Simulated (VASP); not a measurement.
# SnSe (Cmcm) in VASP: a series of runs, part 2 of 2

VASP 6.6.1.

## 3. Single point, PBE (strained)

Contents of INCAR:

```
SYSTEM = SnSe
PREC = Accurate ; ENCUT = 520
EDIFF = 1E-7 ; ISMEAR = 0
SIGMA = 0.02 ; LREAL = .False.
LASPH = .True. ; NELM = 80
ALGO = Normal ; ISIF = 2
LWAVE = .False. ; LCHARG = .False.
GGA = PE ; NBANDS = 28
```

Contents of KPOINTS:

```
Automatic mesh
0
Gamma
  8 8 6
  0 0 0
```

Contents of POSCAR:

```
SnSe
1.0
    2.2658101000     -6.0599711250      0.0000000000
    2.2658101000      6.0599711250      0.0000000000
    0.0000000000      0.0000000000      4.5316978200
Sn Se
2 2
Direct
    0.8851990652      0.1148009348      0.2500000000
    0.1148009348      0.8851990652      0.7500000000
    0.6737545240      0.3262454760      0.2500000000
    0.3262454760      0.6737545240      0.7500000000
```

Potentials or basis: VASP PAW PBE potentials, release 64 (Sn_d, Se).

Launch:

```console
$ cat potpaw_PBE.64/Sn_d/POTCAR potpaw_PBE.64/Se/POTCAR > POTCAR
$ mpirun -np 1 vasp_std > vasp.out
```

OUTCAR:

```text
SYSTEM = SnSe
   PREC = Accurate
   ENCUT = 520
   EDIFF = 1E-7
   ISMEAR = 0
   LREAL = .False.
   LASPH = .True.
   NELM = 80
   ISIF = 2
   GGA = PE

 ion  position               nearest neighbor table
   1  0.885  0.115  0.250-   3 2.56   2 3.59   2 3.59
   2  0.115  0.885  0.750-   4 2.56   1 3.59   1 3.59
   3  0.674  0.326  0.250-   1 2.56
   4  0.326  0.674  0.750-   2 2.56

  LATTYP: Found a base centered orthorhombic cell.
 ALAT       =     4.5316202000
 B/A-ratio  =     2.6745273688
 C/A-ratio  =     1.0000171285

  Lattice vectors:

 A1 = (   2.2658101000,  -6.0599711250,   0.0000000000)
 A2 = (   2.2658101000,   6.0599711250,   0.0000000000)
 A3 = (   0.0000000000,   0.0000000000,   4.5316978200)

Analysis of symmetry for initial positions (statically):
=====================================================================
 Subroutine PRICEL returns:
 Original cell was already a primitive cell.

 Routine SETGRP: Setting up the symmetry group for a
 base centered orthorhombic supercell.

 Subroutine GETGRP returns: Found  8 space group operations
 (whereof  4 operations were pure point group operations)
 out of a pool of  8 trial point group operations.

The static configuration has the point symmetry C_2h.
 The point group associated with its full space group is D_2h.

Analysis of symmetry for dynamics (positions and initial velocities):
=====================================================================
 Subroutine PRICEL returns:
 Original cell was already a primitive cell.

 Routine SETGRP: Setting up the symmetry group for a
 base centered orthorhombic supercell.

 Subroutine GETGRP returns: Found  8 space group operations
 (whereof  4 operations were pure point group operations)
 out of a pool of  8 trial point group operations.

The dynamic configuration has the point symmetry C_2h.
 The point group associated with its full space group is D_2h.

 Subroutine INISYM returns: Found  8 space group operations
 (whereof  4 operations are pure point group operations),
 and found     1 'primitive' translations

----------------------------------------------------------------------------------------

                                     Primitive cell

  volume of cell :     124.4472

  direct lattice vectors                    reciprocal lattice vectors
     2.265810100 -6.059971125  0.000000000     0.220671626 -0.082508644  0.000000000
     2.265810100  6.059971125  0.000000000     0.220671626  0.082508644  0.000000000
     0.000000000  0.000000000  4.531697820     0.000000000  0.000000000  0.220667847

  length of vectors
     6.469709842  6.469709842  4.531697820     0.235592112  0.235592112  0.220667847

  position of ions in fractional coordinates (direct lattice)
     0.885199065  0.114800935  0.250000000
     0.114800935  0.885199065  0.750000000
     0.673754524  0.326245476  0.250000000
     0.326245476  0.673754524  0.750000000

  ion indices of the primitive-cell ions
   primitive index   ion index
                 1           1
                 2           2
                 3           3
                 4           4

----------------------------------------------------------------------------------------

 KPOINTS: Automatic mesh

Automatic generation of k-mesh.
 Grid dimensions read from file:
 generate k-points for:    8    8    6

 Generating k-lattice:

  Cartesian coordinates                     Fractional coordinates (reciprocal lattice)
     0.027583953 -0.010313580  0.000000000     0.125000000  0.000000000  0.000000000
     0.027583953  0.010313580  0.000000000     0.000000000  0.125000000  0.000000000
     0.000000000  0.000000000  0.036777974     0.000000000  0.000000000  0.166666667

  Length of vectors
     0.029449014  0.029449014  0.036777974

  Shift w.r.t. Gamma in fractional coordinates (k-lattice)
     0.000000000  0.000000000  0.000000000

 Subroutine IBZKPT returns following result:
 ===========================================

 Found     84 irreducible k-points:

 Following reciprocal coordinates:
            Coordinates               Weight
  0.000000  0.000000  0.000000      1.000000
  0.125000  0.000000  0.000000      4.000000
  0.250000  0.000000  0.000000      4.000000
  0.375000  0.000000  0.000000      4.000000
  0.500000  0.000000  0.000000      2.000000
  0.125000  0.125000  0.000000      2.000000
[... 16 lines left out ...]
  0.125000  0.000000  0.166667      8.000000
  0.250000  0.000000  0.166667      8.000000
 [... further k-points ...]
   k-points           NKPTS =     84   k-points in BZ     NKDIM =     84   number of bands    NBANDS=     28
   number of dos      NEDOS =    301   number of ions     NIONS =      4
   total plane-waves  NPLWV =  82944
   dimension x,y,z NGX =    48 NGY =   48 NGZ =   36
   dimension x,y,z NGXF=    96 NGYF=   96 NGZF=   72
   ions per type =               2   2
   NGX,Y,Z   is equivalent  to a cutoff of  12.33, 12.33, 13.21 a.u.
   NGXF,Y,Z  is equivalent  to a cutoff of  24.67, 24.67, 26.41 a.u.
 SYSTEM =  SnSe
   PREC   = accura    normal or accurate (medium, high low for compatibility)
   ISTART =      0    job   : 0-new  1-cont  2-samecut
   ICHARG =      2    charge: 1-file 2-atom 10-const
   ISPIN  =      1    spin polarized calculation?
   LNONCOLLINEAR =      F non collinear calculations
   LSORBIT =      F    spin-orbit coupling
   LASPH  =      T    aspherical Exc in radial PAW
   ENCUT  =  520.0 eV  38.22 Ry    6.18 a.u.  12.03 12.03  8.43*2*pi/ulx,y,z
   NELM   =     80;   NELMIN=  2; NELMDL= -5     # of ELM steps
   EDIFF  = 0.1E-06   stopping-criterion for ELM
   LREAL  =      F    real-space projection
   EDIFFG = 0.1E-05   stopping-criterion for IOM
   NSW    =      0    number of steps for IOM
   IBRION =     -1    ionic relax: 0-MD 1-quasi-New 2-CG
   NFREE  =      0    steps in history (QN), initial steepest desc. (CG)
   ISIF   =      2    stress and relaxation
   ISYM   =      2    0-nonsym 1-usesym 2-fastsym
   POTIM  = 0.5000    time-step for ionic-motion
   TEBEG  =    0.0;   TEEND  =   0.0 temperature during run
   PSTRESS=    0.0 pullay stress
   NELECT =      40.0000    total number of electrons
   NUPDOWN=      -1.0000    fix difference up-down
   EMIN   =  10.00;   EMAX   =-10.00  energy-range for DOS
   EFERMI =   0.00;   METHOD = LEGACY
   ISMEAR =     0;   SIGMA  =   0.02  broadening in eV -4-tet -1-fermi 0-gaus
   EFERMI_NEDOS =   21; number of points for ismear=-14 and -15
   IALGO  =     38    algorithm
   IMIX   =      4    mixing-type and parameters
     AMIX     =   0.40;   BMIX     =  1.00
     AMIX_MAG =   1.60;   BMIX_MAG =  1.00
  volume/ion in A,a.u.               =      31.11       209.95
  Fermi-wavevector in a.u.,A,eV,Ry     =   1.121415  2.119168 17.110311  1.257572
  Thomas-Fermi vector in A             =   2.258069
   LORBIT       =      0    0 simple, 1 ext, 2 COOP (PROOUT), +10 PAW based schemes
   GGA     = PE    functional components
   LHFCALC =     F    Hartree Fock is set to
   AEXX    =    0.0000 exact exchange contribution
   IVDW    =     0    specifies the selected vdW correction
   LEPSILON=     F    determine dielectric tensor
   LRPA    =     F    only Hartree local field effects (RPA)
 non-spin polarized calculation
 Gauss-broadening in eV      SIGMA  =   0.02
  energy-cutoff  :      520.00
  volume of cell :      124.45
 maximum number of plane-waves:      3384
   NGX = 25   NGY = 25   NGZ = 17

 number of electron      40.0000013 magnetization

 Free energy of the ion-electron system (eV)
  ---------------------------------------------------
  ext. energy  EPLUGINS =         0.00000000
  ---------------------------------------------------
  free energy    TOTEN  =       -15.65079776 eV

  energy without entropy =      -15.65079776  energy(sigma->0) =      -15.65079776

 E-fermi :   3.7625     XC(G=0):  -8.9755

 val. band max:        3.6104309638   @ k =   0.0000   0.0000   0.0000
 cond. band min:       4.3490178676   @ k =   0.5000   0.5000   0.3333
 fundamental gap:      0.7385869038
 Fermi energy:         3.7625137527

 k-point     1 :       0.0000    0.0000    0.0000
  band No.  band energies     occupation
      1     -17.6057      2.00000
      2     -17.6012      2.00000
      3     -17.5932      2.00000
      4     -17.5875      2.00000
      5     -17.5291      2.00000
      6     -17.5223      2.00000
[... 733 lines left out ...]
     27       9.8344      0.00000
     28      11.2002      0.00000

 [... further k-points ...]

------------------------ aborting loop because EDIFF is reached ----------------------------------------

  FORCE on cell =-STRESS in cart. coord.  units (eV):
  Direction    XX          YY          ZZ          XY          YZ          ZX
  --------------------------------------------------------------------------------------
  -------------------------------------------------------------------------------------
  Total       -4.1071334      3.8983128     -3.8880978      0.0000000     -0.0000000      0.0000000
  in kB      -52.8767057     50.1882748    -50.0567629      0.0000000     -0.0000000      0.0000000
  external PRESSURE =     -17.5817313 kB  Pullay stress =       0.0000000 kB

 VOLUME and BASIS-vectors are now :
 -----------------------------------------------------------------------------
  energy-cutoff  :      520.00
  volume of cell :      124.45
      direct lattice vectors                 reciprocal lattice vectors
     2.265810100 -6.059971125  0.000000000     0.220671626 -0.082508644  0.000000000
     2.265810100  6.059971125  0.000000000     0.220671626  0.082508644  0.000000000
     0.000000000  0.000000000  4.531697820     0.000000000  0.000000000  0.220667847

 POSITION                                       TOTAL-FORCE (eV/Angst)
 -----------------------------------------------------------------------------------
      2.26581     -4.66859      1.13292         0.000000     -0.197744      0.000000
      2.26581      4.66859      3.39877         0.000000      0.197744     -0.000000
      2.26581     -2.10589      1.13292         0.000000      1.723757     -0.000000
      2.26581      2.10589      3.39877         0.000000     -1.723757     -0.000000
 -----------------------------------------------------------------------------------
    total drift:                               -0.000000     -0.000000     -0.000000

  FREE ENERGIE OF THE ION-ELECTRON SYSTEM (eV)
  ---------------------------------------------------
  free  energy   TOTEN  =       -15.6507977614 eV

  energy  without entropy=      -15.6507977614  energy(sigma->0) =      -15.65079776
```

OSZICAR:

```text
N       E                     dE             d eps       ncg     rms          rms(c)
DAV:   1     0.359316761342E+03    0.35932E+03   -0.19290E+04  4808   0.173E+03
DAV:   2     0.342056387449E+02   -0.32511E+03   -0.31635E+03  4780   0.451E+02
DAV:   3    -0.139812705871E+02   -0.48187E+02   -0.46891E+02  5800   0.152E+02
DAV:   4    -0.162556234982E+02   -0.22744E+01   -0.22656E+01  5396   0.352E+01
DAV:   5    -0.163117444193E+02   -0.56121E-01   -0.56107E-01  5920   0.609E+00    0.449E+00
DAV:   6    -0.156487331192E+02    0.66301E+00   -0.17598E+00  6204   0.658E+00    0.255E+00
DAV:   7    -0.156511225804E+02   -0.23895E-02   -0.34030E-01  5300   0.249E+00    0.142E+00
DAV:   8    -0.156513836960E+02   -0.26112E-03   -0.38146E-02  5944   0.135E+00    0.254E-01
DAV:   9    -0.156504967765E+02    0.88692E-03   -0.10051E-02  5400   0.567E-01    0.103E-01
DAV:  10    -0.156507427257E+02   -0.24595E-03   -0.99204E-04  5128   0.165E-01    0.434E-02
DAV:  11    -0.156507969041E+02   -0.54178E-04   -0.92369E-05  6108   0.552E-02    0.166E-02
DAV:  12    -0.156507970100E+02   -0.10590E-06   -0.19796E-05  5808   0.182E-02    0.557E-03
DAV:  13    -0.156507976830E+02   -0.67292E-06   -0.34906E-06  5200   0.118E-02    0.205E-03
DAV:  14    -0.156507978243E+02   -0.14135E-06   -0.37775E-07  4544   0.303E-03    0.804E-04
DAV:  15    -0.156507977614E+02    0.62857E-07   -0.11140E-07  3736   0.207E-03
   1 F= -.15650798E+02 E0= -.15650798E+02  d E =-.226956E-29
```

stdout:

```text
POSCAR found type information on POSCAR SnSe
 POSCAR found :  2 types and       4 ions
 scaLAPACK will be used
 LDA part: xc-table for (Slater+PW92), standard interpolation
 POSCAR, INCAR and KPOINTS ok, starting setup
 FFT: planning ... GRIDC
 FFT: planning ... GRID_SOFT
 FFT: planning ... GRID
 WAVECAR not read
 entering main loop
```

It took 7.2 min on 1 thread of Intel Xeon 8259CL, shared host; peak memory 0.44 GiB.

What came out:

| Property | Result |
| --- | --- |
| Free energy | -15.6508 eV |
| Pressure | -1.8 GPa |
| Largest force | 1.724 eV/Å |
| Band gap on the k mesh | 0.74 eV, indirect (least direct gap 1.08 eV) |

Forces in eV/Å, atoms in the order of the input:
```
Sn   0.000 -0.198  0.000
Sn   0.000  0.198  0.000
Se   0.000  1.724  0.000
Se   0.000 -1.724  0.000
```

Caveat: the cell differs from its parent crystal (strained); spin-orbit coupling is left out, which moves the levels of the heavy elements; forces of over 1 eV/Å act on the atoms, so gaps and moduli don't describe the material at rest. A k mesh can miss the band edges.
